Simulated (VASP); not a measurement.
A run of VASP 6.6.1:

The input INCAR:

```
SYSTEM = Fe
PREC     = Accurate       ! precision mode
ENCUT    = 520            ! plane-wave cutoff, eV
EDIFF    = 1E-6           ! SCF threshold, eV
ISMEAR   = 0              ! smearing method
SIGMA    = 0.1            ! smearing width, eV
LREAL    = .False.        ! projectors in reciprocal space
LASPH    = .True.         ! aspherical terms in the spheres
NELM     = 150            ! most SCF steps
ALGO     = Normal         ! electronic algorithm
ISIF     = 2              ! what is computed and relaxed
LWAVE    = .False.        ! write WAVECAR
LCHARG   = .False.        ! write CHGCAR
ISPIN    = 2              ! spin polarisation
MAGMOM   = 2.97 2.97 2.95 2.95 ! initial moments
LORBIT   = 11             ! projections on sites
LMAXMIX  = 4              ! l up to which the mixer works
GGA      = PE             ! functional
NBANDS   = 28             ! bands
```

KPOINTS

```
regular mesh
0
Gamma
  9 9 2
  0 0 0
```

The input POSCAR:

```
Fe
1.0
    2.5269594985      0.0000000000      0.0000000000
   -1.2634797493      2.1884111201      0.0000000000
    0.0000000000      0.0000000000      8.7138798994
Fe
4
Direct
    0.0000000000      0.0000000000      0.0000000000
    0.0000000000      0.0000000000      0.5000000000
    0.3333333333      0.6666666667      0.7500000000
    0.6666666667      0.3333333333      0.2500000000
```

Potentials or basis: VASP PAW PBE potentials, release 64 (Fe).

Launch:

```console
$ cat potpaw_PBE.64/Fe/POTCAR > POTCAR
$ mpirun -np 1 vasp_std > vasp.out
```

Hardware: 1 thread of Intel(R) Xeon(R) 6975P-C (Granite Rapids) (shared host).

How long does it take, and how much memory?

It took 43 s on 1 thread of Intel(R) Xeon(R) 6975P-C (Granite Rapids) (shared host), peak memory 0.2 GiB. Counts: scf iterations 17, k points 24.
